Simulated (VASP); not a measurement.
Runs of VASP 6.6.1 on BP. The structure is that of space group F-43m (No. 216), or close to it. The cells are those of the table. 

```tsv
task	cell	cutoff (eV)	smearing	ions in elastic constants	gap on the mesh (eV)	pressure (GPa)
single point	a = 3.217 Å, angles 60.0°, 2 atoms	520	gaussian 0.01 eV	-	1.14	-3.1
relaxation of cell and atoms	relaxed to 16 GPa from a = 3.196 Å, angles 60.0°, 2 atoms	500	gaussian 0.01 eV	-	(b)	16.0
relaxation of cell and atoms	relaxed to 3 GPa from a = 3.196 Å, angles 60.0°, 2 atoms	600	gaussian 0.01 eV	-	1.09	3.0
single point	a = 3.196 Å, angles 60.0°, 2 atoms	520	gaussian 0.02 eV	-	1.12	0.1
single point	a = 3.172 Å, angles 60.0°, 2 atoms	520	gaussian 0.01 eV	-	1.09	(a)
```

Alike in all rows: level PBEsol; potentials or basis VASP PAW PBE potentials, release 64 (B, P); no spin polarisation; k mesh 10 × 10 × 10.

Question: Fill in the values left out.

Answer: (a) 4.1; (b) 1.01.

Caveats: the PAW data sets were made with another functional, which shifts forces and pressure a little; the cell is relaxed towards a set pressure, so the enthalpy falls and the energy may rise (some runs).

A k mesh can miss the band edges.
